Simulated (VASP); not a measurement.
Here is a VASP 6.6.1 calculation.

INCAR

```
SYSTEM = CsRu
  PREC = Accurate
  ENCUT = 520
  EDIFF = 1E-7
  ISMEAR = 1
  SIGMA = 0.1
  LREAL = .False.
  LASPH = .True.
  NELM = 80
  ALGO = Fast
  ISIF = 2
  LWAVE = .False.
  LCHARG = .False.
  GGA = CA
  NBANDS = 18
```

Contents of KPOINTS:

```
regular mesh
0
Gamma
  10 10 8
  0 0 0
```

Contents of POSCAR:

```
CsRu
1.0
    4.1756000900      0.0000000000      0.0000000000
   -2.0878000500      3.6161757600      0.0000000000
    0.0000000000      0.0000000000      4.5241393300
Cs Ru
1 1
Direct
   -0.0112100000     -0.0023170000      0.0400830000
    0.3354210000      0.6848380000      0.4922730000
```

Potentials or basis: VASP PAW LDA potentials, release 64 (Cs_sv, Ru_pv).

The run is started by

```console
$ cat potpaw_LDA.64/Cs_sv/POTCAR potpaw_LDA.64/Ru_pv/POTCAR > POTCAR
$ mpirun -np 1 vasp_std > vasp.out
```

(1) Predict the largest force.

(2) What does it give for the pressure?

(3) Predict the band gap on the k mesh.

Results:

(1) 0.108 eV/Å.

(2) -7.1 GPa.

(3) zero (an odd number of electrons rules out a gap without spin polarisation).

Caveat: the cell stands under tension; spin-orbit coupling is left out, which moves the levels of the heavy elements.
